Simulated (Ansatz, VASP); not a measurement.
V in VASP and in Ansatz

The input INCAR:

```
  ALGO = Normal
  EDIFF = 1E-6
  ENCUT = 520
  GGA = PE
  ISIF = 2
  ISMEAR = -1
  ISPIN = 2
  LASPH = T
  LCHARG = F
  LMAXMIX = 4
  LORBIT = 11
  LREAL = F
  LWAVE = F
  MAGMOM = 1.5
  NBANDS = 16
  NELM = 150
  PREC = Accurate
  SIGMA = 0.05
```

The input KPOINTS:

```
k-points
0
Gamma
  16 16 16
```

Contents of POSCAR:

```
V
1.0
   -1.4837255719      1.4837255719      1.4837255719
    1.4837255719     -1.4837255719      1.4837255719
    1.4837255719      1.4837255719     -1.4837255719
V
1
Direct
    0.0000000000      0.0000000000      0.0000000000
```

Input for Ansatz:

```yaml
crystal:
  lattice:
    - [-1.4837255719, 1.4837255719, 1.4837255719]
    - [1.4837255719, -1.4837255719, 1.4837255719]
    - [1.4837255719, 1.4837255719, -1.4837255719]
  atoms:
    - { symbol: V, position: [0.0, 0.0, 0.0], spin: 1.5 }
magnetization:
  spin_polarized: true
kpoints:
  mp_grid: { grid: [16, 16, 16] }
scf:
  occupations: { method: fermi_dirac, width: 0.05 }
hamiltonian:
  xc: pbe
  pseudopotentials: { kind: all_electron, lapw: { basis_error: 0.001 } }
output:
  forces: true
  stress: true
  eigenvalues: true
```

Change from the starting cell: volume scaled by 0.97.

Alike in both runs: task single point; functional PBE; k mesh 16 × 16 × 16; occupations fermi-dirac, width 0.05 eV; collinear spin.

```csv
,VASP,Ansatz
version,VASP 6.6.1,Ansatz 0.2.0
potentials or method,"VASP PAW PBE potentials, release 64 (V_sv), cutoff 520 eV","all-electron LAPW, scalar-relativistic"
```

```tsv
	VASP	Ansatz	Ansatz less VASP
pressure (GPa)	6.1	5.8	-0.32
net moment per atom (μB)	0.00	0.00	-0.003
```

Ansatz ran all-electron here, and VASP with PAW potentials. Ansatz's warnings: seeded moment not kept.
